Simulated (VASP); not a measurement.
Runs of VASP 6.6.1 on Mo. The structure is that of space group P6/mmm (No. 191), or close to it. The cells are those of the table. This isn't the form of Mo at room conditions, which is bcc.

```tsv
cell	gap on the mesh (eV)	pressure (GPa)
a = 2.574, b = 2.574, c = 2.885 Å, angles 90.0, 90.0, 120.0°, 1 atom	none	(b)
a = 2.813, b = 2.813, c = 2.417 Å, angles 90.0, 90.0, 120.0°, 1 atom	none	2.0
a = 2.888, b = 2.888, c = 2.293 Å, angles 90.0, 90.0, 120.0°, 1 atom	none	8.5
a = 2.773, b = 2.773, c = 2.487 Å, angles 90.0, 90.0, 120.0°, 1 atom	none	(a)
a = 2.650, b = 2.650, c = 2.723 Å, angles 90.0, 90.0, 120.0°, 1 atom	none	5.7
```

Alike in all rows: task single point; level r2SCAN; potentials or basis VASP PAW PBE potentials, release 64 (Mo_sv); no spin polarisation; k mesh 24 × 24 × 20; cutoff (eV) 520; smearing gaussian 0.15 eV.

Problem. Fill in the values left out.

Solution. (a) 1.1; (b) 12.0.

Caveats: the PAW data sets were made with another functional, which shifts forces and pressure a little; the stress differs along the axes, from -17 to 26 GPa (at least some runs); the stress differs along the axes, from -4 to 13 GPa (at least some runs); the stress differs along the axes, from -7 to 40 GPa (at least some runs); the stress differs along the axes, from -1 to 5 GPa (at least some runs); the stress differs along the axes, from -17 to 17 GPa (at least some runs).

A k mesh can miss the band edges, and the runs leave out spin-orbit coupling on Mo.

A gap of «none» marks levels without a gap at the run's occupations.
